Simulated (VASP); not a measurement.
Here is a VASP 6.6.1 calculation.

File INCAR:

```
SYSTEM = In
PREC = Accurate ; ENCUT = 520
EDIFF = 1E-7 ; ISMEAR = 0
SIGMA = 0.15 ; LREAL = .FALSE.
LASPH = .TRUE. ; NELM = 80
ALGO = Fast ; ISIF = 2
LWAVE = .FALSE. ; LCHARG = .TRUE.
GGA = PE ; LELF = .TRUE.
LVHAR = .TRUE. ; NBANDS = 12
```

File KPOINTS:

```
Automatic mesh
0
G
  20 20 20
  0 0 0
```

The input POSCAR:

```
In
1.0
   -1.6261500000      1.6261500000      2.5481685000
    1.6261500000     -1.6261500000      2.5481685000
    1.6261500000      1.6261500000     -2.5481685000
In
1
Direct
    0.0000000000      0.0000000000      0.0000000000
```

Potentials or basis: VASP PAW PBE potentials, release 64 (In_d).

Command:

```sh
$ cat potpaw_PBE.64/In_d/POTCAR > POTCAR
$ mpirun -np 1 vasp_std > vasp.out
```

(1) Estimate the pressure.

(2) What does it give for the band gap on the k mesh?

Results:

(1) 0.7 GPa.

(2) zero (an odd number of electrons rules out a gap without spin polarisation).

Caveat: the cell differs from its parent crystal (strain +0.000 along x and y, +0.030 along z); spin-orbit coupling is left out, which moves the levels of the heavy elements.
